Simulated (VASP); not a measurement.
Input of a VASP 6.6.1 run:

Contents of POSCAR:

```
InSb
1.0
    0.0000000000      3.2795130081      3.1483324877
    3.2795130081      0.0000000000      3.1483324877
    3.2795130081      3.2795130081      0.0000000000
In Sb
1 1
Direct
    0.0000000000      0.0000000000      0.0000000000
    0.2500000000      0.2500000000      0.2500000000
```

File INCAR.step1:

```
SYSTEM = InSb
PREC = Accurate ; ENCUT = 520
EDIFF = 1E-5 ; ISMEAR = -1
SIGMA = 0.02 ; LREAL = .False.
LASPH = .True. ; NELM = 100
ALGO = Normal ; ISIF = 2
LWAVE = .True. ; NBANDS = 16
GGA = PE
```

INCAR.step2

```
SYSTEM = InSb
PREC = Accurate ; ENCUT = 520
EDIFF = 1E-7 ; ISMEAR = -1
SIGMA = 0.02 ; LREAL = .False.
LASPH = .True. ; NELM = 100
ALGO = Normal ; ISIF = 2
LWAVE = .False. ; LCHARG = .True.
GGA = PE ; LHFCALC = .True.
HFSCREEN = 0.2079 ; PRECFOCK = Normal
LELF = .True. ; LVHAR = .True.
NBANDS = 16 ; ISTART = 1
```

The input KPOINTS:

```
regular mesh
0
Gamma
  4 4 4
  0 0 0
```

Potentials or basis: VASP PAW PBE potentials, release 64 (In_d, Sb).

Launch:

```bash
$ cat potpaw_PBE.64/In_d/POTCAR potpaw_PBE.64/Sb/POTCAR > POTCAR
$ cp INCAR.step1 INCAR
$ mpirun -np 1 vasp_std > vasp.out
$ cp INCAR.step2 INCAR
$ mpirun -np 1 vasp_std > vasp.out
```

**Question.** Predict the pressure.

**Answer.** 1.3 GPa.

**Question.** Predict the band gap on the k mesh.

**Answer.** 0.44 eV.

Stress tensor (GPa, compression positive):
```
0.92 0.00 0.00
0.00 0.92 0.00
0.00 0.00 2.20
```

Caveat: the k points lie up to 0.42 Å⁻¹ apart; the cell differs from its parent crystal (uniaxial z strain -4.0%); the PAW data sets were made with another functional, which shifts forces and pressure a little; spin-orbit coupling is left out, which moves the levels of the heavy elements.
